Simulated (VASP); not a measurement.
# ZrB2 (P6/mmm) in VASP: a series of runs

Runs on ZrB2. Level: r2SCAN+rVV10. Tasks: single point.

Everything below comes from runs of VASP 6.6.1. Logs are shortened: lines on timing, memory, paths and dates and some standing lists are left out, and cuts for length are marked.

## 1. The cell of the first run

The structure is hexagonal, space group P6/mmm (No. 191). Conventional cell: a = 3.127 Å, b = 3.127 Å, c = 3.485 Å, α = 90.00°, β = 90.00°, γ = 120.00°. Within 3.3 Å of Zr (site symmetry 6/mmm) lie 12 B at 2.51 Å and 6 Zr at 3.13 Å. Within 2.4 Å of B (site symmetry -6m2) lie 3 B at 1.81 Å.

## 2. Single point, r2SCAN+rVV10

Contents of POSCAR:

```
ZrB2
1.0
    3.1271569103      0.0000000000      0.0000000000
   -1.5635784551      2.7081973259      0.0000000000
    0.0000000000      0.0000000000      3.4852509034
Zr B
1 2
Direct
    0.0000000000      0.0000000000      0.0000000000
    0.6666666667      0.3333333333      0.5000000000
    0.3333333333      0.6666666667      0.5000000000
```

Contents of INCAR.step1:

```
SYSTEM = ZrB2
PREC     = Accurate       ! precision mode
ENCUT    = 520            ! plane-wave cutoff, eV
ISMEAR   = -1             ! smearing method
SIGMA    = 0.05           ! smearing width, eV
LREAL    = .FALSE.        ! projectors in reciprocal space
LASPH    = .TRUE.         ! aspherical terms in the spheres
NELM     = 100            ! most SCF steps
NBANDS   = 16             ! bands
GGA      = PE             ! functional
ALGO     = Normal         ! electronic algorithm
EDIFF    = 1E-4           ! SCF threshold, eV
LWAVE    = .TRUE.         ! write WAVECAR
LCHARG   = .FALSE.        ! write CHGCAR
```

Contents of INCAR.step2:

```
SYSTEM = ZrB2
PREC     = Accurate       ! precision mode
ENCUT    = 520            ! plane-wave cutoff, eV
EDIFF    = 1E-6           ! SCF threshold, eV
ISMEAR   = -1             ! smearing method
SIGMA    = 0.05           ! smearing width, eV
LREAL    = .FALSE.        ! projectors in reciprocal space
LASPH    = .TRUE.         ! aspherical terms in the spheres
NELM     = 100            ! most SCF steps
ALGO     = Normal         ! electronic algorithm
ISIF     = 2              ! what is computed and relaxed
LWAVE    = .FALSE.        ! write WAVECAR
LCHARG   = .FALSE.        ! write CHGCAR
METAGGA  = R2SCAN         ! meta-GGA
LMIXTAU  = .TRUE.       
LUSE_VDW = .TRUE.       
IVDW_NL  = 2            
BPARAM   = 11.95        
CPARAM   = 0.0093       
NBANDS   = 16             ! bands
ISTART   = 1
```

Contents of KPOINTS:

```
Automatic mesh
0
G
  10 10 8
  0 0 0
```

Potentials or basis: VASP PAW PBE potentials, release 64 (Zr_sv, B).

The run is started by

```console
$ cat potpaw_PBE.64/Zr_sv/POTCAR potpaw_PBE.64/B/POTCAR > POTCAR
$ cp INCAR.step1 INCAR
$ mpirun -np 1 vasp_std > vasp.out
$ cp INCAR.step2 INCAR
$ mpirun -np 1 vasp_std > vasp.out
```

OUTCAR:

```text
SYSTEM = ZrB2
   PREC = Accurate
   ENCUT = 520
   EDIFF = 1E-6
   ISMEAR = -1
   LREAL = .FALSE.
   LASPH = .TRUE.
   NELM = 100
   ISIF = 2
   METAGGA = R2SCAN
   IVDW_NL = 2
   BPARAM = 11.95
   ISTART = 1

 ion  position               nearest neighbor table
   1  0.000  0.000  0.000-   2 2.51   3 2.51   2 2.51   3 2.51   3 2.51   3 2.51   2 2.51   2 2.51
                             2 2.51   2 2.51   3 2.51   3 2.51
   2  0.667  0.333  0.500-   3 1.81   3 1.81   3 1.81   1 2.51   1 2.51   1 2.51   1 2.51   1 2.51
                             1 2.51
   3  0.333  0.667  0.500-   2 1.81   2 1.81   2 1.81   1 2.51   1 2.51   1 2.51   1 2.51   1 2.51
                             1 2.51

  LATTYP: Found a hexagonal cell.
 ALAT       =     3.1271569103
 C/A-ratio  =     1.1145110410

  Lattice vectors:

 A1 = (   3.1271569103,   0.0000000000,   0.0000000000)
 A2 = (  -1.5635784551,   2.7081973259,   0.0000000000)
 A3 = (   0.0000000000,   0.0000000000,   3.4852509034)

Analysis of symmetry for initial positions (statically):
=====================================================================
 Subroutine PRICEL returns:
 Original cell was already a primitive cell.

 Routine SETGRP: Setting up the symmetry group for a
 hexagonal supercell.

 Subroutine GETGRP returns: Found 24 space group operations
 (whereof 24 operations were pure point group operations)
 out of a pool of 24 trial point group operations.

The static configuration has the point symmetry D_6h.

Analysis of symmetry for dynamics (positions and initial velocities):
=====================================================================
 Subroutine PRICEL returns:
 Original cell was already a primitive cell.

 Routine SETGRP: Setting up the symmetry group for a
 hexagonal supercell.

 Subroutine GETGRP returns: Found 24 space group operations
 (whereof 24 operations were pure point group operations)
 out of a pool of 24 trial point group operations.

The dynamic configuration has the point symmetry D_6h.

 Subroutine INISYM returns: Found 24 space group operations
 (whereof 24 operations are pure point group operations),
 and found     1 'primitive' translations

----------------------------------------------------------------------------------------

                                     Primitive cell

  volume of cell :      29.5164

  direct lattice vectors                    reciprocal lattice vectors
     3.127156910  0.000000000  0.000000000     0.319779285  0.184624656  0.000000000
    -1.563578455  2.708197326  0.000000000     0.000000000  0.369249312  0.000000000
     0.000000000  0.000000000  3.485250903     0.000000000  0.000000000  0.286923389

  length of vectors
     3.127156910  3.127156910  3.485250903     0.369249312  0.369249312  0.286923389

  position of ions in fractional coordinates (direct lattice)
     0.000000000  0.000000000  0.000000000
     0.666666667  0.333333333  0.500000000
     0.333333333  0.666666667  0.500000000

  ion indices of the primitive-cell ions
   primitive index   ion index
                 1           1
                 2           2
                 3           3

----------------------------------------------------------------------------------------

 KPOINTS: Automatic mesh

Automatic generation of k-mesh.
 Grid dimensions read from file:
 generate k-points for:   10   10    8

 Generating k-lattice:

  Cartesian coordinates                     Fractional coordinates (reciprocal lattice)
     0.031977928  0.018462466  0.000000000     0.100000000  0.000000000  0.000000000
     0.000000000  0.036924931  0.000000000     0.000000000  0.100000000  0.000000000
     0.000000000  0.000000000  0.035865424     0.000000000  0.000000000  0.125000000

  Length of vectors
     0.036924931  0.036924931  0.035865424

  Shift w.r.t. Gamma in fractional coordinates (k-lattice)
     0.000000000  0.000000000  0.000000000

 Subroutine IBZKPT returns following result:
 ===========================================

 Found     70 irreducible k-points:

 Following reciprocal coordinates:
            Coordinates               Weight
  0.000000  0.000000  0.000000      1.000000
  0.100000  0.000000  0.000000      6.000000
  0.200000  0.000000  0.000000      6.000000
  0.300000 -0.000000  0.000000      6.000000
  0.400000  0.000000  0.000000      6.000000
  0.500000 -0.000000  0.000000      3.000000
[... 16 lines left out ...]
  0.300000  0.100000  0.125000     24.000000
  0.400000  0.100000  0.125000     24.000000
 [... further k-points ...]
   k-points           NKPTS =     70   k-points in BZ     NKDIM =     70   number of bands    NBANDS=     16
   number of dos      NEDOS =    301   number of ions     NIONS =      3
   total plane-waves  NPLWV =  16128
   dimension x,y,z NGX =    24 NGY =   24 NGZ =   28
   dimension x,y,z NGXF=    48 NGYF=   48 NGZF=   56
   ions per type =               1   2
   NGX,Y,Z   is equivalent  to a cutoff of  12.76, 12.76, 13.36 a.u.
   NGXF,Y,Z  is equivalent  to a cutoff of  25.52, 25.52, 26.71 a.u.
 SYSTEM =  ZrB2
   PREC   = accura    normal or accurate (medium, high low for compatibility)
   ISTART =      1    job   : 0-new  1-cont  2-samecut
   ICHARG =      0    charge: 1-file 2-atom 10-const
   ISPIN  =      1    spin polarized calculation?
   LNONCOLLINEAR =      F non collinear calculations
   LSORBIT =      F    spin-orbit coupling
   LASPH  =      T    aspherical Exc in radial PAW
   ENCUT  =  520.0 eV  38.22 Ry    6.18 a.u.   5.81  5.81  6.48*2*pi/ulx,y,z
   NELM   =    100;   NELMIN=  2; NELMDL=  0     # of ELM steps
   EDIFF  = 0.1E-05   stopping-criterion for ELM
   LREAL  =      F    real-space projection
   EDIFFG = 0.1E-04   stopping-criterion for IOM
   NSW    =      0    number of steps for IOM
   IBRION =     -1    ionic relax: 0-MD 1-quasi-New 2-CG
   NFREE  =      0    steps in history (QN), initial steepest desc. (CG)
   ISIF   =      2    stress and relaxation
   ISYM   =      2    0-nonsym 1-usesym 2-fastsym
   POTIM  = 0.5000    time-step for ionic-motion
   TEBEG  =    0.0;   TEEND  =   0.0 temperature during run
   PSTRESS=    0.0 pullay stress
   NELECT =      18.0000    total number of electrons
   NUPDOWN=      -1.0000    fix difference up-down
   EMIN   =  10.00;   EMAX   =-10.00  energy-range for DOS
   EFERMI =   0.00;   METHOD = LEGACY
   ISMEAR =    -1;   SIGMA  =   0.05  broadening in eV -4-tet -1-fermi 0-gaus
   EFERMI_NEDOS =   21; number of points for ismear=-14 and -15
   IALGO  =     38    algorithm
   IMIX   =      4    mixing-type and parameters
     AMIX     =   0.40;   BMIX     =  1.00
     AMIX_MAG =   1.60;   BMIX_MAG =  1.00
  volume/ion in A,a.u.               =       9.84        66.40
  Fermi-wavevector in a.u.,A,eV,Ry     =   1.388282  2.623472 26.222870  1.927327
  Thomas-Fermi vector in A             =   2.512423
   LORBIT       =      0    0 simple, 1 ext, 2 COOP (PROOUT), +10 PAW based schemes
   METAGGA = R2SCAN    functional components
   LHFCALC =     F    Hartree Fock is set to
   AEXX    =    0.0000 exact exchange contribution
   IVDW_NL    =     2    kernel type
   BPARAM     =11.9500
   IVDW    =     0    specifies the selected vdW correction
   LEPSILON=     F    determine dielectric tensor
   LRPA    =     F    only Hartree local field effects (RPA)
 non-spin polarized calculation
  energy-cutoff  :      520.00
  volume of cell :       29.52
 maximum number of plane-waves:       816
 NGX is ok and might be reduce to    24
   NGX = 11   NGY = 11   NGZ = 13

 number of electron      18.0000000 magnetization

 Free energy of the ion-electron system (eV)
  ---------------------------------------------------
  ext. energy  EPLUGINS =         0.00000000
  ---------------------------------------------------
  free energy    TOTEN  =       -40.39392956 eV

  energy without entropy =      -40.39122883  energy(sigma->0) =      -40.39257920

 E-fermi :  11.0055     XC(G=0): -13.6074

 val. band max:       10.9788525138   @ k =   0.2000   0.2000   0.1250
 cond. band min:      11.1731048369   @ k =   0.1000   0.0000   0.5000
 fundamental gap:      0.1942523231
 Fermi energy:        11.0054864492

 k-point     1 :       0.0000    0.0000    0.0000
  band No.  band energies     occupation
      1     -39.1522      2.00000
      2     -16.6724      2.00000
      3     -16.0365      2.00000
      4     -16.0365      2.00000
      5      -2.7423      2.00000
      6       8.2234      2.00000
[... 8 lines left out ...]
     15      16.6056      0.00000
     16      16.6056      0.00000

 k-point     2 :       0.1000    0.0000    0.0000
  band No.  band energies     occupation
      1     -39.1382      2.00000
      2     -16.6519      2.00000
      3     -16.1540      2.00000
      4     -16.0614      2.00000
      5      -2.5212      2.00000
      6       7.5918      2.00000
[... 8 lines left out ...]
     15      17.4535      0.00000
     16      17.9718      0.00000

 k-point     3 :       0.2000    0.0000    0.0000
  band No.  band energies     occupation
      1     -39.1013      2.00000
      2     -16.5979      2.00000
      3     -16.4512      2.00000
      4     -16.1258      2.00000
      5      -1.8969      2.00000
      6       6.2117      2.00000
[... 8 lines left out ...]
     15      18.5473      0.00000
     16      19.4008      0.00000

 k-point     4 :       0.3000   -0.0000    0.0000
  band No.  band energies     occupation
      1     -39.0553      2.00000
      2     -16.8002      2.00000
      3     -16.5303      2.00000
      4     -16.2041      2.00000
      5      -0.9547      2.00000
      6       4.6502      2.00000
[... 8 lines left out ...]
     15      19.6674      0.00000
     16      22.0217      0.00000
[... 324 lines left out ...]
 k-point    22 :       0.2000    0.1000    0.1250
  band No.  band energies     occupation
      1     -39.0677      2.00000
      2     -16.6528      2.00000
      3     -16.6068      2.00000
      4     -16.2015      2.00000
      5      -1.1506      2.00000
      6       5.3650      2.00000
[... 8 lines left out ...]
     15      19.1210      0.00000
     16      20.5327      0.00000

 k-point    23 :       0.3000    0.1000    0.1250
  band No.  band energies     occupation
      1     -39.0259      2.00000
      2     -16.9304      2.00000
      3     -16.5487      2.00000
      4     -16.2929      2.00000
      5      -0.1606      2.00000
      6       3.8421      2.00000
[... 8 lines left out ...]
     15      19.3980      0.00000
     16      22.4746      0.00000

 k-point    24 :       0.4000    0.1000    0.1250
  band No.  band energies     occupation
      1     -38.9999      2.00000
      2     -17.1008      2.00000
      3     -16.5079      2.00000
      4     -16.3487      2.00000
      5       1.0258      2.00000
      6       2.3779      2.00000
[... 8 lines left out ...]
     15      20.2574      0.00000
     16      22.1619      0.00000

 [... further k-points ...]

------------------------ aborting loop because EDIFF is reached ----------------------------------------

  FORCE on cell =-STRESS in cart. coord.  units (eV):
  Direction    XX          YY          ZZ          XY          YZ          ZX
  --------------------------------------------------------------------------------------
  -------------------------------------------------------------------------------------
  Total        1.9348423      1.9348423      2.2111295      0.0000000     -0.0000000     -0.0000000
  in kB      105.0248649    105.0248649    120.0219668      0.0000000     -0.0000000     -0.0000000
  external PRESSURE =     110.0238988 kB  Pullay stress =       0.0000000 kB

 VOLUME and BASIS-vectors are now :
 -----------------------------------------------------------------------------
  energy-cutoff  :      520.00
  volume of cell :       29.52
      direct lattice vectors                 reciprocal lattice vectors
     3.127156910  0.000000000  0.000000000     0.319779285  0.184624656  0.000000000
    -1.563578455  2.708197326  0.000000000     0.000000000  0.369249312  0.000000000
     0.000000000  0.000000000  3.485250903     0.000000000  0.000000000  0.286923389

 POSITION                                       TOTAL-FORCE (eV/Angst)
 -----------------------------------------------------------------------------------
      0.00000      0.00000      0.00000        -0.000000      0.000000      0.000000
      1.56358      0.90273      1.74263        -0.000000      0.000000      0.000000
     -0.00000      1.80546      1.74263         0.000000      0.000000     -0.000000
 -----------------------------------------------------------------------------------
    total drift:                               -0.000000      0.000000     -0.000000

  FREE ENERGIE OF THE ION-ELECTRON SYSTEM (eV)
  ---------------------------------------------------
  free  energy   TOTEN  =       -40.3939295620 eV

  energy  without entropy=      -40.3912288286  energy(sigma->0) =      -40.39257920
```

Wall time 2.2 min (1 thread of Intel Xeon 8259CL, shared host); peak memory 0.25 GiB.

Results:

```yaml
Free_energy: -40.3939 eV
Pressure: 11.0 GPa
Band_gap_on_the_k_mesh: zero (bands 9 and 10 overlap by 0.91 eV)
```

Caveat: the cell stands under pressure; the PAW data sets were made with another functional, which shifts forces and pressure a little.

(Continued in part 2 of 2.)
